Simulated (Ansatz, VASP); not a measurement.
**Te in VASP and in Ansatz**

File INCAR:

```
SYSTEM = Te
PREC = Accurate ; ENCUT = 520
EDIFF = 1E-8 ; ISMEAR = -1
SIGMA = 0.05 ; LREAL = .FALSE.
LASPH = .TRUE. ; NELM = 80
ALGO = Normal ; ISIF = 2
LWAVE = .FALSE. ; LCHARG = .FALSE.
GGA = PE ; LEFG = .TRUE.
NBANDS = 9
```

Contents of KPOINTS:

```
regular mesh
0
G
  14 14 14
  0 0 0
```

Contents of POSCAR:

```
Te
1.0
    0.0000000000      2.3681581833      2.3681581833
    2.3681581833      0.0000000000      2.3681581833
    2.3681581833      2.3681581833      0.0000000000
Te
1
Direct
    0.0000000000      0.0000000000      0.0000000000
```

Input for Ansatz:

```yaml
crystal:
  lattice:
    - [0.0, 2.3681581833, 2.3681581833]
    - [2.3681581833, 0.0, 2.3681581833]
    - [2.3681581833, 2.3681581833, 0.0]
  atoms:
    - { symbol: Te, position: [0.0, 0.0, 0.0] }
kpoints:
  mp_grid: { grid: [14, 14, 14] }
scf:
  occupations: { method: fermi_dirac, width: 0.05 }
hamiltonian:
  xc: pbe
  pseudopotentials: { kind: paw }
output:
  forces: true
  stress: true
  eigenvalues: true
  efg: { contact_densities: true }
```

Change from the starting cell: volume scaled by 0.9405, PAW files.

Alike in both runs: task electric field gradients; functional PBE; k mesh 14 × 14 × 14; occupations fermi-dirac, width 0.05 eV; no spin polarisation.

|  | VASP | Ansatz |
| --- | --- | --- |
| version | VASP 6.6.1 | Ansatz 0.2.0 |
| potentials or method | VASP PAW PBE potentials, release 64 (Te) | PAW with Ansatz's default frozen-core files, scalar-relativistic |
| plane-wave cutoff (eV) | 520 | 420 |
| valence electrons in the cell | 6 | 16 |

```tsv
	VASP	Ansatz	Ansatz less VASP
pressure (GPa)	3.6	3.7	+0.11
```

VASP's potentials hold 6 valence electrons a cell and Ansatz's 16, so a difference there can come from the potentials and not from the codes.

Neither program's run includes spin-orbit coupling.
